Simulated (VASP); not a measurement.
# Rb (I4/mmm) in VASP: a series of runs

Rb is run at these levels: PBE, RPBE; tasks: single point.

All numbers are computed with VASP 6.6.1; they aren't measurements. Logs are shortened: lines on timing, memory, paths and dates and some standing lists are left out, and cuts for length are marked.

## (1) The cell of the first run

Symmetry: I4/mmm, No. 139, tetragonal system. Conventional cell: a = 5.909 Å, b = 5.909 Å, c = 5.462 Å, α = 90.00°, β = 90.00°, γ = 90.00°.

## (2) Single point, PBE

Contents of INCAR:

```
SYSTEM = Rb
PREC     = Accurate       ! precision mode
ENCUT    = 520            ! plane-wave cutoff, eV
EDIFF    = 1E-6           ! SCF threshold, eV
ISMEAR   = 0              ! smearing method
SIGMA    = 0.1            ! smearing width, eV
LREAL    = .False.        ! projectors in reciprocal space
LASPH    = .True.         ! aspherical terms in the spheres
NELM     = 80             ! most SCF steps
ALGO     = Normal         ! electronic algorithm
ISIF     = 2              ! what is computed and relaxed
LWAVE    = .False.        ! write WAVECAR
LCHARG   = .False.        ! write CHGCAR
GGA      = PE             ! functional
NBANDS   = 10             ! bands
```

Contents of KPOINTS:

```
regular mesh
0
Gamma
  7 7 7
  0 0 0
```

Contents of POSCAR:

```
Rb
1.0
   -2.9545118615      2.9545118615      2.7308451955
    2.9545118615     -2.9545118615      2.7308451955
    2.9545118615      2.9545118615     -2.7308451955
Rb
1
Direct
    0.0000000000      0.0000000000      0.0000000000
```

Potentials or basis: VASP PAW PBE potentials, release 64 (Rb_sv).

On the command line:

```
$ cat potpaw_PBE.64/Rb_sv/POTCAR > POTCAR
$ mpirun -np 1 vasp_std > vasp.out
```

OUTCAR:

```text
SYSTEM = Rb
   PREC = Accurate
   ENCUT = 520
   EDIFF = 1E-6
   ISMEAR = 0
   LREAL = .False.
   LASPH = .True.
   NELM = 80
   ISIF = 2
   GGA = PE

 ion  position               nearest neighbor table
   1  0.000  0.000  0.000-

  LATTYP: Found a body centered tetragonal cell.
 ALAT       =     5.9090237230
 C/A-ratio  =     0.9242965754

  Lattice vectors:

 A1 = (  -2.9545118615,   2.9545118615,   2.7308451955)
 A2 = (   2.9545118615,  -2.9545118615,   2.7308451955)
 A3 = (   2.9545118615,   2.9545118615,  -2.7308451955)

Analysis of symmetry for initial positions (statically):
=====================================================================
 Subroutine PRICEL returns:
 Original cell was already a primitive cell.

 Routine SETGRP: Setting up the symmetry group for a
 body centered tetragonal supercell.

 Subroutine GETGRP returns: Found 16 space group operations
 (whereof 16 operations were pure point group operations)
 out of a pool of 16 trial point group operations.

The static configuration has the point symmetry D_4h.

Analysis of symmetry for dynamics (positions and initial velocities):
=====================================================================
 Subroutine PRICEL returns:
 Original cell was already a primitive cell.

 Routine SETGRP: Setting up the symmetry group for a
 body centered tetragonal supercell.

 Subroutine GETGRP returns: Found 16 space group operations
 (whereof 16 operations were pure point group operations)
 out of a pool of 16 trial point group operations.

The dynamic configuration has the point symmetry D_4h.

 Subroutine INISYM returns: Found 16 space group operations
 (whereof 16 operations are pure point group operations),
 and found     1 'primitive' translations

----------------------------------------------------------------------------------------

                                     Primitive cell

  volume of cell :      95.3517

  direct lattice vectors                    reciprocal lattice vectors
    -2.954511861  2.954511861  2.730845196     0.000000000  0.169232693  0.183093498
     2.954511861 -2.954511861  2.730845196     0.169232693  0.000000000  0.183093498
     2.954511861  2.954511861 -2.730845196     0.169232693  0.169232693  0.000000000

  length of vectors
     4.991572514  4.991572514  4.991572514     0.249324956  0.249324956  0.239331170

  position of ions in fractional coordinates (direct lattice)
     0.000000000  0.000000000  0.000000000

  ion indices of the primitive-cell ions
   primitive index   ion index
                 1           1

----------------------------------------------------------------------------------------

 KPOINTS: regular mesh

Automatic generation of k-mesh.
 Grid dimensions read from file:
 generate k-points for:    7    7    7

 Generating k-lattice:

  Cartesian coordinates                     Fractional coordinates (reciprocal lattice)
     0.000000000  0.024176099  0.026156214     0.142857143  0.000000000  0.000000000
     0.024176099  0.000000000  0.026156214     0.000000000  0.142857143  0.000000000
     0.024176099  0.024176099  0.000000000     0.000000000  0.000000000  0.142857143

  Length of vectors
     0.035617851  0.035617851  0.034190167

  Shift w.r.t. Gamma in fractional coordinates (k-lattice)
     0.000000000  0.000000000  0.000000000

 Subroutine IBZKPT returns following result:
 ===========================================

 Found     40 irreducible k-points:

 Following reciprocal coordinates:
            Coordinates               Weight
  0.000000  0.000000  0.000000      1.000000
  0.142857 -0.000000  0.000000      8.000000
  0.285714  0.000000  0.000000      8.000000
  0.428571 -0.000000  0.000000      8.000000
  0.142857  0.142857  0.000000      8.000000
  0.285714  0.142857  0.000000     16.000000
[... 16 lines left out ...]
 -0.142857  0.285714  0.142857      8.000000
 -0.428571  0.428571  0.142857      8.000000
 [... further k-points ...]
   k-points           NKPTS =     40   k-points in BZ     NKDIM =     40   number of bands    NBANDS=     10
   number of dos      NEDOS =    301   number of ions     NIONS =      1
   total plane-waves  NPLWV =  64000
   dimension x,y,z NGX =    40 NGY =   40 NGZ =   40
   dimension x,y,z NGXF=    80 NGYF=   80 NGZF=   80
   ions per type =               1
   NGX,Y,Z   is equivalent  to a cutoff of  13.32, 13.32, 13.32 a.u.
   NGXF,Y,Z  is equivalent  to a cutoff of  26.64, 26.64, 26.64 a.u.
 SYSTEM =  Rb
   PREC   = accura    normal or accurate (medium, high low for compatibility)
   ISTART =      0    job   : 0-new  1-cont  2-samecut
   ICHARG =      2    charge: 1-file 2-atom 10-const
   ISPIN  =      1    spin polarized calculation?
   LNONCOLLINEAR =      F non collinear calculations
   LSORBIT =      F    spin-orbit coupling
   LASPH  =      T    aspherical Exc in radial PAW
   ENCUT  =  520.0 eV  38.22 Ry    6.18 a.u.   9.28  9.28  9.28*2*pi/ulx,y,z
   NELM   =     80;   NELMIN=  2; NELMDL= -5     # of ELM steps
   EDIFF  = 0.1E-05   stopping-criterion for ELM
   LREAL  =      F    real-space projection
   EDIFFG = 0.1E-04   stopping-criterion for IOM
   NSW    =      0    number of steps for IOM
   IBRION =     -1    ionic relax: 0-MD 1-quasi-New 2-CG
   NFREE  =      0    steps in history (QN), initial steepest desc. (CG)
   ISIF   =      2    stress and relaxation
   ISYM   =      2    0-nonsym 1-usesym 2-fastsym
   POTIM  = 0.5000    time-step for ionic-motion
   TEBEG  =    0.0;   TEEND  =   0.0 temperature during run
   PSTRESS=    0.0 pullay stress
   NELECT =       9.0000    total number of electrons
   NUPDOWN=      -1.0000    fix difference up-down
   EMIN   =  10.00;   EMAX   =-10.00  energy-range for DOS
   EFERMI =   0.00;   METHOD = LEGACY
   ISMEAR =     0;   SIGMA  =   0.10  broadening in eV -4-tet -1-fermi 0-gaus
   EFERMI_NEDOS =   21; number of points for ismear=-14 and -15
   IALGO  =     38    algorithm
   IMIX   =      4    mixing-type and parameters
     AMIX     =   0.40;   BMIX     =  1.00
     AMIX_MAG =   1.60;   BMIX_MAG =  1.00
  volume/ion in A,a.u.               =      95.35       643.47
  Fermi-wavevector in a.u.,A,eV,Ry     =   0.745383  1.408570  7.559340  0.555596
  Thomas-Fermi vector in A             =   1.840957
   LORBIT       =      0    0 simple, 1 ext, 2 COOP (PROOUT), +10 PAW based schemes
   GGA     = PE    functional components
   LHFCALC =     F    Hartree Fock is set to
   AEXX    =    0.0000 exact exchange contribution
   IVDW    =     0    specifies the selected vdW correction
   LEPSILON=     F    determine dielectric tensor
   LRPA    =     F    only Hartree local field effects (RPA)
 non-spin polarized calculation
 Gauss-broadening in eV      SIGMA  =   0.10
  energy-cutoff  :      520.00
  volume of cell :       95.35
 maximum number of plane-waves:      2584
 NGX is ok and might be reduce to    40
   NGX = 19   NGY = 19   NGZ = 19

 number of electron       9.0000000 magnetization

 Free energy of the ion-electron system (eV)
  ---------------------------------------------------
  ext. energy  EPLUGINS =         0.00000000
  ---------------------------------------------------
  free energy    TOTEN  =        -0.93985246 eV

  energy without entropy =       -0.93542174  energy(sigma->0) =       -0.93763710

 E-fermi :  -0.0932     XC(G=0):  -5.3551

 val. band max:       -0.1424542888   @ k =   0.4286  -0.0000   0.0000
 cond. band min:      -0.0842199438   @ k =  -0.4286   0.4286   0.1429
 fundamental gap:      0.0582343449
 Fermi energy:        -0.0931594847

 k-point     1 :       0.0000    0.0000    0.0000
  band No.  band energies     occupation
      1     -29.0192      2.00000
      2     -13.0656      2.00000
      3     -13.0656      2.00000
      4     -13.0651      2.00000
      5      -2.0005      2.00000
      6       3.2951      0.00000
      7       3.6975      0.00000
      8       3.6975      0.00000
      9       4.1696      0.00000
     10       4.7166      0.00000

 k-point     2 :       0.1429   -0.0000    0.0000
  band No.  band energies     occupation
      1     -29.0186      2.00000
      2     -13.0809      2.00000
      3     -13.0710      2.00000
      4     -13.0659      2.00000
      5      -1.7643      2.00000
      6       3.1372      0.00000
      7       3.2211      0.00000
      8       3.7335      0.00000
      9       4.1543      0.00000
     10       4.4392      0.00000

 k-point     3 :       0.2857    0.0000    0.0000
  band No.  band energies     occupation
      1     -29.0171      2.00000
      2     -13.1153      2.00000
      3     -13.0830      2.00000
      4     -13.0671      2.00000
      5      -1.0973      2.00000
      6       2.1499      0.00000
      7       2.6844      0.00000
      8       4.2743      0.00000
      9       4.3245      0.00000
     10       4.4091      0.00000

 k-point     4 :       0.4286   -0.0000    0.0000
  band No.  band energies     occupation
      1     -29.0160      2.00000
      2     -13.1423      2.00000
      3     -13.0926      2.00000
      4     -13.0681      2.00000
      5      -0.1425      1.51428
      6       1.0846      0.00000
      7       2.3976      0.00000
      8       4.1746      0.00000
      9       4.6655      0.00000
     10       5.1397      0.00000

 k-point     5 :       0.1429    0.1429    0.0000
  band No.  band energies     occupation
      1     -29.0175      2.00000
      2     -13.1057      2.00000
      3     -13.0764      2.00000
      4     -13.0714      2.00000
      5      -1.2940      2.00000
      6       2.5694      0.00000
      7       2.6763      0.00000
      8       3.9596      0.00000
      9       4.1071      0.00000
     10       4.6412      0.00000

 k-point     6 :       0.2857    0.1429    0.0000
  band No.  band energies     occupation
      1     -29.0162      2.00000
      2     -13.1315      2.00000
      3     -13.0906      2.00000
      4     -13.0734      2.00000
      5      -0.4539      2.00000
      6       1.6155      0.00000
      7       2.2690      0.00000
      8       3.9910      0.00000
      9       4.3915      0.00000
     10       5.0721      0.00000
[... 183 lines left out ...]
 k-point    21 :       0.4286    0.2857    0.1429
  band No.  band energies     occupation
      1     -29.0159      2.00000
      2     -13.1303      2.00000
      3     -13.0982      2.00000
      4     -13.0775      2.00000
      5       0.1699      0.00020
      6       1.1516      0.00000
      7       1.9227      0.00000
      8       3.3602      0.00000
      9       4.9248      0.00000
     10       4.9360      0.00000

 k-point    22 :      -0.2857    0.2857    0.1429
  band No.  band energies     occupation
      1     -29.0167      2.00000
      2     -13.1136      2.00000
      3     -13.0843      2.00000
      4     -13.0771      2.00000
      5      -0.9670      2.00000
      6       2.0313      0.00000
      7       3.1427      0.00000
      8       3.2231      0.00000
      9       4.5018      0.00000
     10       4.6041      0.00000

 k-point    23 :      -0.1429    0.2857    0.1429
  band No.  band energies     occupation
      1     -29.0167      2.00000
      2     -13.1111      2.00000
      3     -13.0894      2.00000
      4     -13.0764      2.00000
      5      -0.9486      2.00000
      6       2.2263      0.00000
      7       2.6965      0.00000
      8       3.4421      0.00000
      9       4.4154      0.00000
     10       4.6292      0.00000

 k-point    24 :      -0.4286    0.4286    0.1429
  band No.  band energies     occupation
      1     -29.0157      2.00000
      2     -13.1395      2.00000
      3     -13.0924      2.00000
      4     -13.0755      2.00000
      5      -0.0842      0.89940
      6       1.0027      0.00000
      7       2.9361      0.00000
      8       3.2027      0.00000
      9       4.3929      0.00000
     10       5.4355      0.00000

 [... further k-points ...]
[... 5 lines left out ...]
  --------------------------------------------------------------------------------------
  -------------------------------------------------------------------------------------
  Total       -0.0609563     -0.0609563     -0.0940887      0.0000000      0.0000000     -0.0000000
  in kB       -1.0242374     -1.0242374     -1.5809547      0.0000000      0.0000000     -0.0000000
  external PRESSURE =      -1.2098098 kB  Pullay stress =       0.0000000 kB

 VOLUME and BASIS-vectors are now :
 -----------------------------------------------------------------------------
  energy-cutoff  :      520.00
  volume of cell :       95.35
      direct lattice vectors                 reciprocal lattice vectors
    -2.954511861  2.954511861  2.730845196     0.000000000  0.169232693  0.183093498
     2.954511861 -2.954511861  2.730845196     0.169232693  0.000000000  0.183093498
     2.954511861  2.954511861 -2.730845196     0.169232693  0.169232693  0.000000000

 POSITION                                       TOTAL-FORCE (eV/Angst)
 -----------------------------------------------------------------------------------
      0.00000      0.00000      0.00000        -0.000000      0.000000     -0.000000
 -----------------------------------------------------------------------------------
    total drift:                                0.000000      0.000000     -0.000000

  FREE ENERGIE OF THE ION-ELECTRON SYSTEM (eV)
  ---------------------------------------------------
  free  energy   TOTEN  =        -0.9398524558 eV

  energy  without entropy=       -0.9354217449  energy(sigma->0) =       -0.93763710
```

It took 23 s on 1 thread of Intel Xeon Platinum 8488C (Sapphire Rapids), shared host; peak memory 0.24 GiB.

What came out:

```yaml
Free_energy: -0.9399 eV
Pressure: -0.1 GPa
```

## (3) Single point, RPBE

Contents of INCAR:

```
SYSTEM = Rb
  ALGO = Normal
  EDIFF = 1E-6
  ENCUT = 520
  GGA = RP
  ISIF = 2
  ISMEAR = 0
  LASPH = .True.
  LCHARG = .False.
  LREAL = .False.
  LWAVE = .False.
  NBANDS = 10
  NELM = 80
  PREC = Accurate
  SIGMA = 0.1
```

Contents of KPOINTS:

```
k-points
0
Gamma
  7 7 7
  0 0 0
```

POSCAR is that of step 2.

Potentials or basis: VASP PAW PBE potentials, release 64 (Rb_sv).

On the command line:

```
$ cat potpaw_PBE.64/Rb_sv/POTCAR > POTCAR
$ mpirun -np 1 vasp_std > vasp.out
```

Run time: 28 s. Hardware: 1 thread of Intel Xeon Platinum 8488C (Sapphire Rapids), shared host; peak memory 0.23 GiB.

It converged, with:

```
Free energy : -0.8280 eV
Pressure    : 0.1 GPa
```

Levels at points of the mesh, in eV from the Fermi level:
| k point | band 2 | band 3 | band 4 | band 5 | band 6 | band 7 | band 8 | band 9 |
| --- | --- | --- | --- | --- | --- | --- | --- | --- |
| (0.00, 0.00, 0.00) | -13.04 | -13.04 | -13.04 | -1.90 | 3.43 | 3.84 | 3.84 | 4.28 |

Caveat: the PAW data sets were made with another functional, which shifts forces and pressure a little.
